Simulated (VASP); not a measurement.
# SnTe (wurtzite type) (P6_3mc) in VASP: a series of runs

The runs below take SnTe (wurtzite type) through single point, with PBE.

Everything below comes from runs of VASP 6.6.1. Logs are shortened: lines on timing, memory, paths and dates and some standing lists are left out, and cuts for length are marked.

### 1 The cell of the first run

It takes space group P6_3mc (No. 186, hexagonal). The conventional cell has a = 5.434 Å, b = 5.434 Å, c = 6.526 Å, α = 90.00°, β = 90.00°, γ = 120.00°. Sn (site symmetry 3m) has 5 Te at 3.06 to 3.47 Å within 4.0 Å. Te (site symmetry 3m) has 5 Sn at 3.06 to 3.47 Å within 4.0 Å.

### 2 Single point, PBE

File INCAR:

```
SYSTEM = SnTe
PREC = Accurate
ENCUT = 520
EDIFF = 1E-6
ISMEAR = -1
SIGMA = 0.05
LREAL = .FALSE.
LASPH = .TRUE.
NELM = 60
ALGO = Normal
ISIF = 2
LWAVE = .FALSE.
LCHARG = .FALSE.
GGA = PE
NBANDS = 28
```

File KPOINTS:

```
Automatic mesh
0
G
  8 8 5
  0 0 0
```

File POSCAR:

```
SnTe
1.0
    5.4342459269      0.0000000000      0.0000000000
   -2.7171229635      4.7061950231      0.0000000000
    0.0000000000      0.0000000000      6.5262090114
Sn Te
2 2
Direct
    0.3333333333      0.6666666667     -0.0462582428
    0.6666666667      0.3333333333      0.4537417572
    0.3333333333      0.6666666667      0.4222582428
    0.6666666667      0.3333333333      0.9222582428
```

Potentials or basis: VASP PAW PBE potentials, release 64 (Sn_d, Te).

Launch:

```bash
$ cat potpaw_PBE.64/Sn_d/POTCAR potpaw_PBE.64/Te/POTCAR > POTCAR
$ mpirun -np 1 vasp_std > vasp.out
```

OUTCAR:

```text
SYSTEM = SnTe
   PREC = Accurate
   ENCUT = 520
   EDIFF = 1E-6
   ISMEAR = -1
   LREAL = .FALSE.
   LASPH = .TRUE.
   NELM = 60
   ISIF = 2
   GGA = PE

 ion  position               nearest neighbor table
   1  0.333  0.667  0.954-   3 3.06   4 3.14   4 3.14   4 3.14   3 3.47
   2  0.667  0.333  0.454-   4 3.06   3 3.14   3 3.14   3 3.14   4 3.47
   3  0.333  0.667  0.422-   1 3.06   2 3.14   2 3.14   2 3.14   1 3.47
   4  0.667  0.333  0.922-   2 3.06   1 3.14   1 3.14   1 3.14   2 3.47

  LATTYP: Found a hexagonal cell.
 ALAT       =     5.4342459269
 C/A-ratio  =     1.2009410504

  Lattice vectors:

 A1 = (   5.4342459269,   0.0000000000,   0.0000000000)
 A2 = (  -2.7171229635,   4.7061950231,   0.0000000000)
 A3 = (   0.0000000000,   0.0000000000,   6.5262090114)

Analysis of symmetry for initial positions (statically):
=====================================================================
 Subroutine PRICEL returns:
 Original cell was already a primitive cell.

 Routine SETGRP: Setting up the symmetry group for a
 hexagonal supercell.

 Subroutine GETGRP returns: Found 12 space group operations
 (whereof  6 operations were pure point group operations)
 out of a pool of 24 trial point group operations.

The static configuration has the point symmetry C_3v.
 The point group associated with its full space group is C_6v.

Analysis of symmetry for dynamics (positions and initial velocities):
=====================================================================
 Subroutine PRICEL returns:
 Original cell was already a primitive cell.

 Routine SETGRP: Setting up the symmetry group for a
 hexagonal supercell.

 Subroutine GETGRP returns: Found 12 space group operations
 (whereof  6 operations were pure point group operations)
 out of a pool of 24 trial point group operations.

The dynamic configuration has the point symmetry C_3v.
 The point group associated with its full space group is C_6v.

 Subroutine INISYM returns: Found 12 space group operations
 (whereof  6 operations are pure point group operations),
 and found     1 'primitive' translations

----------------------------------------------------------------------------------------

[... 84 lines left out ...]
   NGX,Y,Z   is equivalent  to a cutoff of  12.24, 12.24, 12.74 a.u.
   NGXF,Y,Z  is equivalent  to a cutoff of  24.47, 24.47, 25.47 a.u.
 SYSTEM =  SnTe
   PREC   = accura    normal or accurate (medium, high low for compatibility)
   ISTART =      0    job   : 0-new  1-cont  2-samecut
   ICHARG =      2    charge: 1-file 2-atom 10-const
   ISPIN  =      1    spin polarized calculation?
   LNONCOLLINEAR =      F non collinear calculations
   LSORBIT =      F    spin-orbit coupling
   LASPH  =      T    aspherical Exc in radial PAW
   ENCUT  =  520.0 eV  38.22 Ry    6.18 a.u.  10.10 10.10 12.13*2*pi/ulx,y,z
   NELM   =     60;   NELMIN=  2; NELMDL= -5     # of ELM steps
   EDIFF  = 0.1E-05   stopping-criterion for ELM
   LREAL  =      F    real-space projection
   EDIFFG = 0.1E-04   stopping-criterion for IOM
   NSW    =      0    number of steps for IOM
   IBRION =     -1    ionic relax: 0-MD 1-quasi-New 2-CG
   NFREE  =      0    steps in history (QN), initial steepest desc. (CG)
   ISIF   =      2    stress and relaxation
   ISYM   =      2    0-nonsym 1-usesym 2-fastsym
   POTIM  = 0.5000    time-step for ionic-motion
   TEBEG  =    0.0;   TEEND  =   0.0 temperature during run
   PSTRESS=    0.0 pullay stress
   NELECT =      40.0000    total number of electrons
   NUPDOWN=      -1.0000    fix difference up-down
   EMIN   =  10.00;   EMAX   =-10.00  energy-range for DOS
   EFERMI =   0.00;   METHOD = LEGACY
   ISMEAR =    -1;   SIGMA  =   0.05  broadening in eV -4-tet -1-fermi 0-gaus
   EFERMI_NEDOS =   21; number of points for ismear=-14 and -15
   IALGO  =     38    algorithm
   IMIX   =      4    mixing-type and parameters
     AMIX     =   0.40;   BMIX     =  1.00
     AMIX_MAG =   1.60;   BMIX_MAG =  1.00
  volume/ion in A,a.u.               =      41.73       281.58
  Fermi-wavevector in a.u.,A,eV,Ry     =   1.016884  1.921632 14.069147  1.034053
  Thomas-Fermi vector in A             =   2.150253
   LORBIT       =      0    0 simple, 1 ext, 2 COOP (PROOUT), +10 PAW based schemes
   GGA     = PE    functional components
   LHFCALC =     F    Hartree Fock is set to
   AEXX    =    0.0000 exact exchange contribution
   IVDW    =     0    specifies the selected vdW correction
   LEPSILON=     F    determine dielectric tensor
   LRPA    =     F    only Hartree local field effects (RPA)
 non-spin polarized calculation
  energy-cutoff  :      520.00
  volume of cell :      166.91
 maximum number of plane-waves:      4519
   NGX = 21   NGY = 21   NGZ = 25

 number of electron      40.0000007 magnetization

 Free energy of the ion-electron system (eV)
  ---------------------------------------------------
  ext. energy  EPLUGINS =         0.00000000
  ---------------------------------------------------
  free energy    TOTEN  =       -14.66189705 eV

  energy without entropy =      -14.66186763  energy(sigma->0) =      -14.66188234

 E-fermi :   4.2873     XC(G=0):  -7.9491

 val. band max:        3.8564746510   @ k =   0.3750   0.2500   0.4000
 cond. band min:       4.7136455220   @ k =   0.1250   0.0000   0.0000
 fundamental gap:      0.8571708710
 Fermi energy:         4.2872643569

 k-point     1 :       0.0000    0.0000    0.0000
  band No.  band energies     occupation
      1     -17.6884      2.00000
      2     -17.6884      2.00000
      3     -17.6882      2.00000
      4     -17.6882      2.00000
      5     -17.6807      2.00000
      6     -17.6721      2.00000
[... 733 lines left out ...]
     27       9.7408      0.00000
     28       9.9764      0.00000

 [... further k-points ...]
[... 5 lines left out ...]
  --------------------------------------------------------------------------------------
  -------------------------------------------------------------------------------------
  Total        0.0132582      0.0132582      0.0124001     -0.0000000      0.0000000      0.0000000
  in kB        0.1272698      0.1272698      0.1190326     -0.0000000      0.0000000      0.0000000
  external PRESSURE =       0.1245240 kB  Pullay stress =       0.0000000 kB

 VOLUME and BASIS-vectors are now :
 -----------------------------------------------------------------------------
  energy-cutoff  :      520.00
  volume of cell :      166.91
      direct lattice vectors                 reciprocal lattice vectors
     5.434245927  0.000000000  0.000000000     0.184018172  0.106242941  0.000000000
    -2.717122964  4.706195023  0.000000000     0.000000000  0.212485882  0.000000000
     0.000000000  0.000000000  6.526209011     0.000000000  0.000000000  0.153228313

 POSITION                                       TOTAL-FORCE (eV/Angst)
 -----------------------------------------------------------------------------------
     -0.00000      3.13746      6.22432        -0.000000      0.000000     -0.004908
      2.71712      1.56873      2.96121         0.000000     -0.000000     -0.004908
     -0.00000      3.13746      2.75575         0.000000      0.000000      0.004908
      2.71712      1.56873      6.01885         0.000000     -0.000000      0.004908
 -----------------------------------------------------------------------------------
    total drift:                               -0.000000     -0.000000      0.001013

  FREE ENERGIE OF THE ION-ELECTRON SYSTEM (eV)
  ---------------------------------------------------
  free  energy   TOTEN  =       -14.6618970537 eV

  energy  without entropy=      -14.6618676266  energy(sigma->0) =      -14.66188234
```

OSZICAR:

```text
N       E                     dE             d eps       ncg     rms          rms(c)
DAV:   1     0.328174980343E+03    0.32817E+03   -0.18575E+04  1692   0.154E+03
DAV:   2     0.292818516682E+02   -0.29889E+03   -0.29122E+03  1696   0.389E+02
DAV:   3    -0.128183975998E+02   -0.42100E+02   -0.40937E+02  2080   0.143E+02
DAV:   4    -0.148060099655E+02   -0.19876E+01   -0.19816E+01  1992   0.317E+01
DAV:   5    -0.148743748728E+02   -0.68365E-01   -0.68359E-01  2284   0.624E+00    0.611E+00
DAV:   6    -0.146637219582E+02    0.21065E+00   -0.48989E-01  2000   0.320E+00    0.410E+00
DAV:   7    -0.146608046685E+02    0.29173E-02   -0.19952E-01  2112   0.153E+00    0.103E+00
DAV:   8    -0.146598588047E+02    0.94586E-03   -0.25890E-02  1844   0.907E-01    0.505E-01
DAV:   9    -0.146615486693E+02   -0.16899E-02   -0.32937E-03  1796   0.312E-01    0.103E-01
DAV:  10    -0.146615788014E+02   -0.30132E-04   -0.45071E-04  1964   0.128E-01    0.451E-02
DAV:  11    -0.146618942074E+02   -0.31541E-03   -0.58829E-04  1772   0.106E-01    0.420E-02
DAV:  12    -0.146618933820E+02    0.82533E-06   -0.25726E-05  2020   0.299E-02    0.232E-02
DAV:  13    -0.146618960864E+02   -0.27044E-05   -0.11451E-05  1548   0.170E-02    0.920E-03
DAV:  14    -0.146618970537E+02   -0.96731E-06   -0.95076E-07  1452   0.723E-03
   1 F= -.14661897E+02 E0= -.14661882E+02  d E =-.294271E-04
```

stdout:

```text
POSCAR found type information on POSCAR SnTe
 POSCAR found :  2 types and       4 ions
 scaLAPACK will be used
 LDA part: xc-table for (Slater+PW92), standard interpolation
 POSCAR, INCAR and KPOINTS ok, starting setup
 FFT: planning ... GRIDC
 FFT: planning ... GRID_SOFT
 FFT: planning ... GRID
 WAVECAR not read
 entering main loop
```

It took 50 s on 1 thread of Intel Xeon 6975P-C (Granite Rapids), shared host; peak memory 0.33 GiB.

What came out:

- Free energy: -14.6619 eV
- Pressure: 0.0 GPa
- Largest force: 0.005 eV/Å
- Band gap on the k mesh: 0.86 eV (least direct gap 1.29 eV)

Forces in eV/Å, atoms in the order of the input:
```
Sn   0.000  0.000 -0.005
Sn   0.000  0.000 -0.005
Te   0.000  0.000  0.005
Te   0.000  0.000  0.005
```

Caveat: spin-orbit coupling is left out, which moves the levels of the heavy elements; an odd mesh through Γ misses points on the zone boundary, where band edges can lie.

### 3 Single point, PBE

File INCAR:

```
SYSTEM = SnTe
ALGO     = Normal         ! electronic algorithm
EDIFF    = 1E-7           ! SCF threshold, eV
ENCUT    = 520            ! plane-wave cutoff, eV
GGA      = PE             ! functional
ISIF     = 2              ! what is computed and relaxed
ISMEAR   = -1             ! smearing method
LASPH    = .TRUE.         ! aspherical terms in the spheres
LCHARG   = .FALSE.        ! write CHGCAR
LREAL    = .FALSE.        ! projectors in reciprocal space
LWAVE    = .FALSE.        ! write WAVECAR
NBANDS   = 28             ! bands
NELM     = 60             ! most SCF steps
PREC     = Accurate       ! precision mode
SIGMA    = 0.05           ! smearing width, eV
```

File KPOINTS:

```
k-points
0
G
  8 8 5
  0 0 0
```

POSCAR, as its differences from that of step 2:

```diff
@@ -2,4 +2,4 @@
 1.0
-    5.4342459269      0.0000000000      0.0000000000
-   -2.7171229635      4.7061950231      0.0000000000
+    5.4342459270      0.0000000000      0.0000000000
+   -2.7171229635      4.7061950232      0.0000000000
     0.0000000000      0.0000000000      6.5262090114
```

Potentials or basis: VASP PAW PBE potentials, release 64 (Sn_d, Te).

Launch:

```bash
$ cat potpaw_PBE.64/Sn_d/POTCAR potpaw_PBE.64/Te/POTCAR > POTCAR
$ mpirun -np 1 vasp_std > vasp.out
```

It took 61 s on 1 thread of Intel Xeon 6975P-C (Granite Rapids), shared host; peak memory 0.33 GiB.

The run converged. Its results:

```
Free energy            : -14.6619 eV
Pressure               : 0.0 GPa
Largest force          : 0.005 eV/Å
Band gap on the k mesh : 0.86 eV (least direct gap 1.29 eV)
```

Forces in eV/Å, atoms in the order of the input:
```
Sn   0.000  0.000 -0.005
Sn   0.000  0.000 -0.005
Te   0.000  0.000  0.005
Te   0.000  0.000  0.005
```

Levels at points of the mesh, in eV from the valence-band top:
| k point | band 18 | band 19 | band 20 | band 21 | band 22 | band 23 |
| --- | --- | --- | --- | --- | --- | --- |
| (0.00, 0.00, 0.00) | -1.70 | -1.70 | -1.70 | 0.89 | 0.89 | 2.50 |
| (0.50, 0.00, 0.00) | -2.08 | -1.94 | -0.38 | 2.00 | 2.81 | 3.32 |

Caveat: spin-orbit coupling is left out, which moves the levels of the heavy elements; an odd mesh through Γ misses points on the zone boundary, where band edges can lie.
